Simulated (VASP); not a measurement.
A run of VASP 6.6.1 is set up as follows.

The input INCAR:

```
SYSTEM = CrCuO2
PREC     = Accurate       ! precision mode
ENCUT    = 600            ! plane-wave cutoff, eV
EDIFF    = 1E-6           ! SCF threshold, eV
ISMEAR   = -1             ! smearing method
SIGMA    = 0.08           ! smearing width, eV
LREAL    = .FALSE.        ! projectors in reciprocal space
LASPH    = .TRUE.         ! aspherical terms in the spheres
NELM     = 200            ! most SCF steps
ALGO     = Normal         ! electronic algorithm
ISIF     = 2              ! what is computed and relaxed
LWAVE    = .FALSE.        ! write WAVECAR
LCHARG   = .FALSE.        ! write CHGCAR
ISPIN    = 2              ! spin polarisation
MAGMOM   = 3 0 0 0        ! initial moments
LORBIT   = 11             ! projections on sites
LMAXMIX  = 4              ! l up to which the mixer works
GGA      = PS             ! functional
NBANDS   = 30             ! bands
GGA_COMPAT= .FALSE.
```

File KPOINTS:

```
Automatic mesh
0
G
  11 11 11
  0 0 0
```

File POSCAR:

```
CrCuO2
1.0
    1.3915365743      0.8034040158      5.3351439252
   -1.3915365743      0.8034040158      5.3351439252
    0.0000000000     -1.6068080315      5.3351439252
Cr Cu O
1 1 2
Direct
    0.5000000000      0.5000000000      0.5000000000
    0.0000000000      0.0000000000      0.0000000000
    0.1079200000      0.1079200000      0.1079200000
    0.8920800000      0.8920800000      0.8920800000
```

Potentials or basis: VASP PAW PBE potentials, release 64 (Cr_pv, Cu, O).

Launch:

```console
$ cat potpaw_PBE.64/Cr_pv/POTCAR potpaw_PBE.64/Cu/POTCAR potpaw_PBE.64/O/POTCAR > POTCAR
$ mpirun -np 1 vasp_std > vasp.out
```

Q: Predict the pressure.

A: 52.7 GPa.

Q: Estimate the largest force.

A: 0.653 eV/Å.

Forces in eV/Å, atoms in the order of the input:
```
Cr   0.000  0.000  0.000
Cu   0.000  0.000  0.000
O    0.000  0.000 -0.653
O    0.000  0.000  0.653
```

Caveat: the stress differs along the axes, from 46 to 67 GPa; an empty level that is flat over the whole mesh can mark a ghost state of the potentials, or a narrow d or f band; the PAW data sets were made with another functional, which shifts forces and pressure a little.
